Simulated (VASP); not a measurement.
# Ti (P6/mmm) in VASP: notebook, part 2 of 2

VASP 6.6.1. The steps go on from the part before.

## (3) Single point, PBEsol

This run uses another cell than the first one, of the same volume but with other edges.

Contents of INCAR:

```
PREC = Accurate ; ENCUT = 520
EDIFF = 1E-6 ; ISMEAR = 0
SIGMA = 0.15 ; LREAL = F
LASPH = T ; NELM = 100
ALGO = Fast ; ISIF = 2
LWAVE = F ; LCHARG = F
GGA = PS ; NBANDS = 25
```

Contents of KPOINTS:

```
regular mesh
0
Gamma
  12 12 14
```

Contents of POSCAR:

```
Ti
1.0
    4.5691000000      0.0000000000      0.0000000000
   -2.2845500000      3.9569566724      0.0000000000
    0.0000000000      0.0000000000      2.7423000000
Ti
3
Direct
    0.0000000000      0.0000000000      0.0000000000
    0.3333333333      0.6666666667      0.5000000000
    0.6666666667      0.3333333333      0.5000000000
```

Potentials or basis: VASP PAW PBE potentials, release 64 (Ti_sv).

The run is started by

```console
> cat potpaw_PBE.64/Ti_sv/POTCAR > POTCAR
> mpirun -np 1 vasp_std > vasp.out
```

Run time: 10 min. Hardware: 1 thread of Intel Xeon Platinum 8488C (Sapphire Rapids), shared host; peak memory 0.26 GiB.

It converged, with:

```yaml
Free_energy: -25.0517 eV
Pressure: -0.9 GPa
Band_gap_on_the_k_mesh: zero (bands 18 and 19 overlap by 0.30 eV)
```

Stress tensor (GPa, compression positive):
```
-3.02  0.00  0.00
 0.00 -3.02  0.00
 0.00  0.00  3.43
```

Levels at points of the mesh, in eV from the Fermi level:
| k point | band 15 | band 16 | band 17 | band 18 | band 19 | band 20 | band 21 | band 22 |
| --- | --- | --- | --- | --- | --- | --- | --- | --- |
| (0.00, 0.00, 0.00) | -0.71 | -0.71 | -0.62 | -0.62 | -0.15 | 0.56 | 1.35 | 1.35 |
| (0.50, 0.00, 0.00) | -2.68 | -0.47 | -0.40 | -0.40 | 0.02 | 0.44 | 1.13 | 1.36 |
| (0.00, 0.00, 0.50) | -2.02 | -1.64 | -1.64 | -1.51 | 1.01 | 1.01 | 1.39 | 1.39 |
| (0.50, 0.00, 0.50) | -1.78 | -1.18 | -0.61 | -0.47 | 0.37 | 0.94 | 1.16 | 1.17 |

Caveat: the PAW data sets were made with another functional, which shifts forces and pressure a little.

## (4) Single point, PBEsol

This run uses another cell than the first one, of 16.61 Å³/atom.

Contents of INCAR:

```
ALGO = Fast
EDIFF = 1E-6
ENCUT = 520
GGA = PS
ISIF = 2
ISMEAR = 0
LASPH = True
LCHARG = False
LREAL = False
LWAVE = False
NBANDS = 25
NELM = 80
PREC = Accurate
SIGMA = 0.15
```

Contents of KPOINTS:

```
k-points
0
Gamma
  12 12 14
```

Contents of POSCAR:

```
Ti
1.0
    4.3795000000      0.0000000000      0.0000000000
   -2.1897500000      3.7927582559      0.0000000000
    0.0000000000      0.0000000000      2.9998000000
Ti
3
Direct
    0.0000000000      0.0000000000      0.0000000000
    0.3333333333      0.6666666667      0.5000000000
    0.6666666667      0.3333333333      0.5000000000
```

Potentials or basis: VASP PAW PBE potentials, release 64 (Ti_sv).

The run is started by

```console
> cat potpaw_PBE.64/Ti_sv/POTCAR > POTCAR
> mpirun -np 1 vasp_std > vasp.out
```

OUTCAR:

```text
EDIFF = 1E-6
   ENCUT = 520
   GGA = PS
   ISIF = 2
   ISMEAR = 0
   LASPH = True
   LREAL = False
   NELM = 80
   PREC = Accurate

 ion  position               nearest neighbor table
   1  0.000  0.000  0.000-
   2  0.333  0.667  0.500-   3 2.53   3 2.53   3 2.53
   3  0.667  0.333  0.500-   2 2.53   2 2.53   2 2.53

  LATTYP: Found a hexagonal cell.
 ALAT       =     4.3795000000
 C/A-ratio  =     0.6849640370

  Lattice vectors:
[... 193 lines left out ...]
      2     -47.7492      2.00000
      3     -47.4816      2.00000
      4     -24.4991      2.00000
      5     -24.4991      2.00000
      6     -24.4237      2.00000
[... 661 lines left out ...]
     24      10.9171      0.00000
     25      10.9807      0.00000

 [... further k-points ...]
[... 5 lines left out ...]
  --------------------------------------------------------------------------------------
  -------------------------------------------------------------------------------------
  Total        1.3144258      1.3144258     -3.8353006      0.0000000      0.0000000      0.0000000
  in kB       42.2643954     42.2643954   -123.3212722      0.0000000      0.0000000      0.0000000
  external PRESSURE =     -12.9308272 kB  Pullay stress =       0.0000000 kB

 VOLUME and BASIS-vectors are now :
 -----------------------------------------------------------------------------
  energy-cutoff  :      520.00
  volume of cell :       49.83
      direct lattice vectors                 reciprocal lattice vectors
     4.379500000  0.000000000  0.000000000     0.228336568  0.131830179  0.000000000
    -2.189750000  3.792758256  0.000000000     0.000000000  0.263660358  0.000000000
     0.000000000  0.000000000  2.999800000     0.000000000  0.000000000  0.333355557

 POSITION                                       TOTAL-FORCE (eV/Angst)
 -----------------------------------------------------------------------------------
      0.00000      0.00000      0.00000         0.000000      0.000000     -0.000000
     -0.00000      2.52851      1.49990        -0.000000     -0.000000     -0.000000
      2.18975      1.26425      1.49990         0.000000      0.000000      0.000000
 -----------------------------------------------------------------------------------
    total drift:                                0.000000      0.000000     -0.000000

  FREE ENERGIE OF THE ION-ELECTRON SYSTEM (eV)
  ---------------------------------------------------
  free  energy   TOTEN  =       -24.8904067888 eV

  energy  without entropy=      -24.8573149553  energy(sigma->0) =      -24.87386087
```

OSZICAR:

```text
N       E                     dE             d eps       ncg     rms          rms(c)
DAV:   1     0.429246599073E+03    0.42925E+03   -0.18593E+04  7608   0.180E+03
DAV:   2     0.208030498091E+02   -0.40844E+03   -0.40171E+03  7653   0.517E+02
DAV:   3    -0.245627038406E+02   -0.45366E+02   -0.44210E+02 14021   0.148E+02
[... 42 lines left out ...]
RMM:  46    -0.248904055737E+02   -0.63926E-06   -0.13869E-05  5799   0.121E-02    0.171E-02
RMM:  47    -0.248904060597E+02   -0.48602E-06   -0.12226E-05  5362   0.116E-02    0.174E-02
RMM:  48    -0.248904064456E+02   -0.38586E-06   -0.11439E-05  5289   0.113E-02    0.178E-02
RMM:  49    -0.248904067449E+02   -0.29929E-06   -0.10228E-05  5365   0.111E-02    0.173E-02
RMM:  50    -0.248904067888E+02   -0.43940E-07   -0.94866E-06  5957   0.114E-02
   1 F= -.24890407E+02 E0= -.24873861E+02  d E =-.330918E-01
```

It took 8.2 min on 1 thread of Intel Xeon Platinum 8488C (Sapphire Rapids), shared host; peak memory 0.27 GiB.

What came out:

```yaml
Free_energy: -24.8904 eV
Pressure: -1.3 GPa
Band_gap_on_the_k_mesh: zero (bands 18 and 19 overlap by 0.63 eV)
```

Caveat: the PAW data sets were made with another functional, which shifts forces and pressure a little.

## (5) Single point, PBEsol

This run uses another cell than the first one, of 16.63 Å³/atom.

Contents of INCAR:

```
SYSTEM = Ti
PREC = Accurate
ENCUT = 520
EDIFF = 1E-6
ISMEAR = 0
SIGMA = 0.15
LREAL = .FALSE.
LASPH = .TRUE.
NELM = 60
ALGO = Fast
ISIF = 2
LWAVE = .FALSE.
LCHARG = .TRUE.
GGA = PS
LELF = .TRUE.
LVHAR = .TRUE.
NBANDS = 25
```

Contents of KPOINTS:

```
Automatic mesh
0
G
  12 12 14
  0 0 0
```

Contents of POSCAR:

```
Ti
1.0
    4.6504000000      0.0000000000      0.0000000000
   -2.3252000000      4.0273645378      0.0000000000
    0.0000000000      0.0000000000      2.6640000000
Ti
3
Direct
    0.0000000000      0.0000000000      0.0000000000
    0.3333333333      0.6666666667      0.5000000000
    0.6666666667      0.3333333333      0.5000000000
```

The run is started by

```console
> cat potpaw_PBE.64/Ti_sv/POTCAR > POTCAR
> mpirun -np 1 vasp_std > vasp.out
```

Wall time 6.4 min (1 thread of Intel Xeon Platinum 8488C (Sapphire Rapids), shared host); peak memory 0.27 GiB.

Results (log left out):

* Free energy: -24.9466 eV
* Pressure: -0.8 GPa
* Band gap on the k mesh: zero (bands 18 and 19 overlap by 0.37 eV)

Stress tensor (GPa, compression positive):
```
-5.56  0.00  0.00
 0.00 -5.56  0.00
 0.00  0.00  8.75
```

Levels at points of the mesh, in eV from the Fermi level:
| k point | band 16 | band 17 | band 18 | band 19 | band 20 | band 21 |
| --- | --- | --- | --- | --- | --- | --- |
| (0.00, 0.00, 0.00) | -0.72 | -0.64 | -0.64 | -0.35 | 0.33 | 1.34 |
| (0.50, 0.00, 0.00) | -0.54 | -0.46 | -0.35 | -0.01 | 0.24 | 0.95 |
| (0.00, 0.00, 0.50) | -1.55 | -1.55 | -1.18 | 0.87 | 0.87 | 1.51 |
| (0.50, 0.00, 0.50) | -1.12 | -0.53 | -0.19 | 0.39 | 1.10 | 1.27 |

Caveat: the PAW data sets were made with another functional, which shifts forces and pressure a little.

## (6) Overview

```csv
cell,gap on the mesh (eV),pressure (GPa)
"a = 4.461, b = 4.461, c = 2.882 Å, angles 90.0, 90.0, 120.0°, 3 atoms",none,-1.2
"a = 4.569, b = 4.569, c = 2.742 Å, angles 90.0, 90.0, 120.0°, 3 atoms",none,-0.9
"a = 4.380, b = 4.380, c = 3.000 Å, angles 90.0, 90.0, 120.0°, 3 atoms",none,-1.3
"a = 4.650, b = 4.650, c = 2.664 Å, angles 90.0, 90.0, 120.0°, 3 atoms",none,-0.8
```

Alike in all rows: task single point; level PBEsol; potentials or basis VASP PAW PBE potentials, release 64 (Ti_sv); no spin polarisation; k mesh 12 × 12 × 14; cutoff (eV) 520; smearing gaussian 0.15 eV.

Caveats: the PAW data sets were made with another functional, which shifts forces and pressure a little.

Absolute energies hang on the potentials; compare differences alone.
